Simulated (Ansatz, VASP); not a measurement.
One calculation of In, two programs

Contents of POSCAR:

```
In
1.0
    0.0000000000      3.3060946705      3.3060946705
    3.3060946705      0.0000000000      3.3060946705
    3.3060946705      3.3060946705      0.0000000000
In
2
Direct
    0.1250000000      0.1250000000      0.1250000000
    0.8750000000      0.8750000000      0.8750000000
```

INCAR.step1

```
SYSTEM = In
ALGO = Normal ; EDIFF = 1E-4
ENCUT = 520 ; GGA = PE
GGA_COMPAT = .False. ; ISMEAR = -1
LASPH = .True. ; LCHARG = .False.
LREAL = .False. ; LSORBIT = .True.
LWAVE = .True. ; MAGMOM = 0 0 0 0 0 0
NBANDS = 38 ; NELM = 150
PREC = Accurate ; SIGMA = 0.1
```

File INCAR.step2:

```
SYSTEM = In
ALGO = Normal ; EDIFF = 1E-6
ENCUT = 520 ; GGA_COMPAT = .False.
ISIF = 2 ; ISMEAR = -1
ISTART = 1 ; LASPH = .True.
LCHARG = .False. ; LMIXTAU = .True.
LORBIT = 11 ; LORBMOM = .True.
LREAL = .False. ; LSORBIT = .True.
LWAVE = .False. ; MAGMOM = 0 0 0 0 0 0
METAGGA = R2SCAN ; NBANDS = 38
NELM = 150 ; PREC = Accurate
SIGMA = 0.1
```

File KPOINTS:

```
k-points
0
Gamma
  8 8 8
  0 0 0
```

Input for Ansatz:

```yaml
crystal:
  lattice:
    - [0.0, 3.3060946705, 3.3060946705]
    - [3.3060946705, 0.0, 3.3060946705]
    - [3.3060946705, 3.3060946705, 0.0]
  atoms:
    - { symbol: In, position: [0.125, 0.125, 0.125] }
    - { symbol: In, position: [0.875, 0.875, 0.875] }
hamiltonian:
  xc: r2scan
  pseudopotentials:
    kind: paw_fr
    azcp:
      In: "pseudopotentials/In.paw.azcp"
basis:
  ecutwfc: 500
  fft_grid_basis: typed
kpoints:
  mp_grid: { grid: [8, 8, 8], shift: [0, 0, 0] }
magnetization:
  noncollinear: true
  spin_orbit: true
scf:
  occupations: { method: fermi_dirac, width: 0.1 }
```

Alike in both runs: task single point; functional r2SCAN; k mesh 8 × 8 × 8; occupations fermi-dirac, width 0.1 eV; non-collinear spin, spin-orbit coupling.

|  | VASP | Ansatz |
| --- | --- | --- |
| version | VASP 6.6.1 | Ansatz 0.2.0 |
| potentials or method | VASP PAW PBE potentials, release 64 (In_d), cutoff 520 eV | plane waves (500 eV) with PAW, fully relativistic with spin-orbit coupling |
| valence electrons in the cell | 26 | 26 |

```tsv
	VASP	Ansatz	Ansatz less VASP
net moment per atom (μB)	0.00	0.00	0.000
```

VASP's potentials were made for PBE, not for r2SCAN.
